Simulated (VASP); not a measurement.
# V (Im-3m) in VASP: further runs, part 2 of 2

VASP 6.6.1.

### Step 4. Single point, r2SCAN (volume scaled by 1.020)

Input file POSCAR:

```
V
1.0
   -1.5009123075      1.5009123075      1.5009123075
    1.5009123075     -1.5009123075      1.5009123075
    1.5009123075      1.5009123075     -1.5009123075
V
1
Direct
    0.0000000000      0.0000000000      0.0000000000
```

Input file INCAR.step1:

```
ALGO = Normal ; EDIFF = 1E-4
ENCUT = 520 ; GGA = PE
ISMEAR = 0 ; LASPH = T
LCHARG = F ; LREAL = F
LWAVE = T ; NBANDS = 12
NELM = 80 ; PREC = Accurate
SIGMA = 0.05
```

Input file INCAR.step2:

```
ALGO = Normal ; EDIFF = 1E-6
ENCUT = 520 ; ISIF = 2
ISMEAR = 0 ; ISTART = 1
LASPH = T ; LCHARG = F
LMIXTAU = T ; LREAL = F
LWAVE = F ; METAGGA = R2SCAN
NBANDS = 12 ; NELM = 80
PREC = Accurate ; SIGMA = 0.05
```

Input file KPOINTS:

```
k-points
0
Gamma
  20 20 20
```

Potentials or basis: VASP PAW PBE potentials, release 64 (V_sv).

Launch:

```bash
> cat potpaw_PBE.64/V_sv/POTCAR > POTCAR
> cp INCAR.step1 INCAR
> mpirun -np 1 vasp_std > vasp.out
> cp INCAR.step2 INCAR
> mpirun -np 1 vasp_std > vasp.out
```

OUTCAR:

```text
EDIFF = 1E-6
   ENCUT = 520
   ISIF = 2
   ISMEAR = 0
   ISTART = 1
   LASPH = T
   LREAL = F
   METAGGA = R2SCAN
   NELM = 80
   PREC = Accurate

 ion  position               nearest neighbor table
   1  0.000  0.000  0.000-

  LATTYP: Found a body centered cubic cell.
 ALAT       =     3.0018246150

  Lattice vectors:

 A1 = (  -1.5009123075,   1.5009123075,   1.5009123075)
 A2 = (   1.5009123075,  -1.5009123075,   1.5009123075)
 A3 = (   1.5009123075,   1.5009123075,  -1.5009123075)

Analysis of symmetry for initial positions (statically):
=====================================================================
 Subroutine PRICEL returns:
 Original cell was already a primitive cell.

 Routine SETGRP: Setting up the symmetry group for a
 body centered cubic supercell.

 Subroutine GETGRP returns: Found 48 space group operations
 (whereof 48 operations were pure point group operations)
 out of a pool of 48 trial point group operations.

The static configuration has the point symmetry O_h .

Analysis of symmetry for dynamics (positions and initial velocities):
=====================================================================
 Subroutine PRICEL returns:
 Original cell was already a primitive cell.

 Routine SETGRP: Setting up the symmetry group for a
 body centered cubic supercell.

 Subroutine GETGRP returns: Found 48 space group operations
 (whereof 48 operations were pure point group operations)
 out of a pool of 48 trial point group operations.

The dynamic configuration has the point symmetry O_h .

 Subroutine INISYM returns: Found 48 space group operations
 (whereof 48 operations are pure point group operations),
 and found     1 'primitive' translations

----------------------------------------------------------------------------------------

                                     Primitive cell

  volume of cell :      13.5246
[... 112 lines left out ...]
   METAGGA = R2SCAN    functional components
   LHFCALC =     F    Hartree Fock is set to
   AEXX    =    0.0000 exact exchange contribution
   IVDW    =     0    specifies the selected vdW correction
   LEPSILON=     F    determine dielectric tensor
   LRPA    =     F    only Hartree local field effects (RPA)
 non-spin polarized calculation
 Gauss-broadening in eV      SIGMA  =   0.05
  energy-cutoff  :      520.00
  volume of cell :       13.52
 maximum number of plane-waves:       376
   NGX =  9   NGY =  9   NGZ =  9

 number of electron      12.9999990 magnetization

 Free energy of the ion-electron system (eV)
  ---------------------------------------------------
  ext. energy  EPLUGINS =         0.00000000
  ---------------------------------------------------
  free energy    TOTEN  =       -14.12849029 eV

  energy without entropy =      -14.12620236  energy(sigma->0) =      -14.12734633

 E-fermi :   9.6088     XC(G=0): -14.0419

 val. band max:        9.6054937827   @ k =  -0.2500   0.3500   0.1000
 cond. band min:       9.6128748799   @ k =  -0.1500   0.2500   0.0500
 fundamental gap:      0.0073810972
 Fermi energy:         9.6087612550

 k-point     1 :       0.0000    0.0000    0.0000
  band No.  band energies     occupation
      1     -56.7161      2.00000
      2     -28.8733      2.00000
      3     -28.8733      2.00000
      4     -28.8733      2.00000
      5       2.5592      2.00000
      6      10.0923      0.00000
      7      10.0923      0.00000
      8      10.0923      0.00000
      9      12.2626      0.00000
     10      12.2626      0.00000
     11      30.8221      0.00000
     12      30.8222      0.00000
[... 331 lines left out ...]
 k-point    24 :       0.2500    0.1000    0.0000
  band No.  band energies     occupation
      1     -56.5753      2.00000
      2     -29.4973      2.00000
      3     -29.0720      2.00000
      4     -28.9088      2.00000
      5       5.7451      2.00000
      6       8.9686      2.00000
      7       9.3146      2.00000
      8      11.8395      0.00000
      9      12.5350      0.00000
     10      12.7229      0.00000
     11      24.7045      0.00000
     12      27.3103      0.00000

 [... further k-points ...]

------------------------ aborting loop because EDIFF is reached ----------------------------------------

  FORCE on cell =-STRESS in cart. coord.  units (eV):
  Direction    XX          YY          ZZ          XY          YZ          ZX
  --------------------------------------------------------------------------------------
  -------------------------------------------------------------------------------------
  Total       -0.2593244     -0.2593244     -0.2593244      0.0000000      0.0000000     -0.0000000
  in kB      -30.7204846    -30.7204846    -30.7204846      0.0000000      0.0000000     -0.0000000
  external PRESSURE =     -30.7204846 kB  Pullay stress =       0.0000000 kB

 VOLUME and BASIS-vectors are now :
 -----------------------------------------------------------------------------
  energy-cutoff  :      520.00
  volume of cell :       13.52
      direct lattice vectors                 reciprocal lattice vectors
    -1.500912307  1.500912307  1.500912307     0.000000000  0.333130722  0.333130722
     1.500912307 -1.500912307  1.500912307     0.333130722  0.000000000  0.333130722
     1.500912307  1.500912307 -1.500912307     0.333130722  0.333130722  0.000000000

 POSITION                                       TOTAL-FORCE (eV/Angst)
 -----------------------------------------------------------------------------------
      0.00000      0.00000      0.00000         0.000000     -0.000000      0.000000
 -----------------------------------------------------------------------------------
    total drift:                                0.000000     -0.000000     -0.000000

  FREE ENERGIE OF THE ION-ELECTRON SYSTEM (eV)
  ---------------------------------------------------
  free  energy   TOTEN  =       -14.1284902884 eV

  energy  without entropy=      -14.1262023641  energy(sigma->0) =      -14.12734633
```

OUTCAR.step1:

```text
EDIFF = 1E-4
   ENCUT = 520
   GGA = PE
   ISMEAR = 0
   LASPH = T
[... 575 lines left out ...]

 POSITION                                       TOTAL-FORCE (eV/Angst)
 -----------------------------------------------------------------------------------
      0.00000      0.00000      0.00000         0.000000      0.000000     -0.000000
 -----------------------------------------------------------------------------------
    total drift:                                0.000000     -0.000000      0.000000

  FREE ENERGIE OF THE ION-ELECTRON SYSTEM (eV)
  ---------------------------------------------------
  free  energy   TOTEN  =        -8.9932601193 eV

  energy  without entropy=       -8.9907266224  energy(sigma->0) =       -8.99199337
```

OSZICAR.step1:

```text
N       E                     dE             d eps       ncg     rms          rms(c)
DAV:   1     0.912593255440E+02    0.91259E+02   -0.69894E+03  6164   0.118E+03
DAV:   2    -0.909264507852E+01   -0.10035E+03   -0.97337E+02  6280   0.331E+02
DAV:   3    -0.103891419911E+02   -0.12965E+01   -0.12933E+01  6800   0.439E+01
DAV:   4    -0.103956789137E+02   -0.65369E-02   -0.65367E-02  6636   0.331E+00
DAV:   5    -0.103957573134E+02   -0.78400E-04   -0.78401E-04  6732   0.343E-01    0.182E+01
DAV:   6    -0.901812945090E+01    0.13776E+01   -0.31787E+00  6396   0.297E+01    0.155E+00
DAV:   7    -0.900153129960E+01    0.16598E-01   -0.29149E-02  6432   0.218E+00    0.991E-01
DAV:   8    -0.899321068122E+01    0.83206E-02   -0.44246E-03  6620   0.101E+00    0.715E-02
DAV:   9    -0.899326011931E+01   -0.49438E-04   -0.19149E-04  5692   0.205E-01
   1 F= -.89932601E+01 E0= -.89919934E+01  d E =-.253350E-02
```

Wall time 62 s (1 thread of AMD EPYC 9R45 (Zen 5), shared host); peak memory 0.13 GiB.

Results:

```yaml
Free_energy: -14.1285 eV
Pressure: -3.1 GPa
```

Levels at points of the mesh, in eV from the Fermi level:
| k point | band 5 | band 6 | band 7 | band 8 | band 9 | band 10 |
| --- | --- | --- | --- | --- | --- | --- |
| (0.00, 0.00, 0.00) | -7.05 | 0.48 | 0.48 | 0.48 | 2.65 | 2.65 |
| (0.50, 0.00, 0.00) | -3.32 | -1.14 | 1.50 | 2.63 | 3.03 | 4.27 |
| (0.50, 0.50, 0.50) | -3.09 | -3.09 | 3.86 | 3.86 | 3.86 | 10.60 |

Caveat: the PAW data sets were made with another functional, which shifts forces and pressure a little.

### Step 5. Single point, r2SCAN (volume scaled by 1.040)

Input file POSCAR:

```
V
1.0
   -1.5106587644      1.5106587644      1.5106587644
    1.5106587644     -1.5106587644      1.5106587644
    1.5106587644      1.5106587644     -1.5106587644
V
1
Direct
    0.0000000000      0.0000000000      0.0000000000
```

Input file INCAR.step1:

```
PREC = Accurate
ENCUT = 520
ISMEAR = 0
SIGMA = 0.05
LREAL = F
LASPH = T
NELM = 60
NBANDS = 12
GGA = PE
ALGO = Normal
EDIFF = 1E-4
LWAVE = T
LCHARG = F
```

Input file INCAR.step2:

```
PREC = Accurate
ENCUT = 520
EDIFF = 1E-6
ISMEAR = 0
SIGMA = 0.05
LREAL = F
LASPH = T
NELM = 60
ALGO = Normal
ISIF = 2
LWAVE = F
LCHARG = F
METAGGA = R2SCAN
LMIXTAU = T
NBANDS = 12
ISTART = 1
```

Input file KPOINTS:

```
Automatic mesh
0
Gamma
  20 20 20
```

Launch:

```bash
> cat potpaw_PBE.64/V_sv/POTCAR > POTCAR
> cp INCAR.step1 INCAR
> mpirun -np 1 vasp_std > vasp.out
> cp INCAR.step2 INCAR
> mpirun -np 1 vasp_std > vasp.out
```

Run time: 62 s. Hardware: 1 thread of AMD EPYC 9R45 (Zen 5), shared host; peak memory 0.13 GiB.

The run converged. Its results:

| Item | Value |
| --- | --- |
| Free energy | -14.1206 eV |
| Pressure | -6.5 GPa |

Levels at points of the mesh, in eV from the Fermi level:
```csv
k point,band 5,band 6,band 7,band 8,band 9,band 10
"(0.00, 0.00, 0.00)",-7.01,0.48,0.48,0.48,2.60,2.60
"(0.50, 0.00, 0.00)",-3.25,-1.10,1.43,2.56,2.96,4.16
"(0.50, 0.50, 0.50)",-2.99,-2.99,3.77,3.77,3.77,10.41
```

Caveat: the PAW data sets were made with another functional, which shifts forces and pressure a little.

### Step 6. The runs side by side

| cell | gap on the mesh (eV) | pressure (GPa) |
| --- | --- | --- |
| a = 2.583 Å, angles 109.5°, 1 atom | none | 0.7 |
| a = 2.600 Å, angles 109.5°, 1 atom | none | -3.1 |
| a = 2.617 Å, angles 109.5°, 1 atom | none | -6.5 |

Alike in all rows: task single point; level r2SCAN; potentials or basis VASP PAW PBE potentials, release 64 (V_sv); no spin polarisation; k mesh 20 × 20 × 20; cutoff (eV) 520; smearing gaussian 0.05 eV.

Caveats: the PAW data sets were made with another functional, which shifts forces and pressure a little.

Total energies depend on the potentials used, so only differences within one code and one set of settings carry meaning.
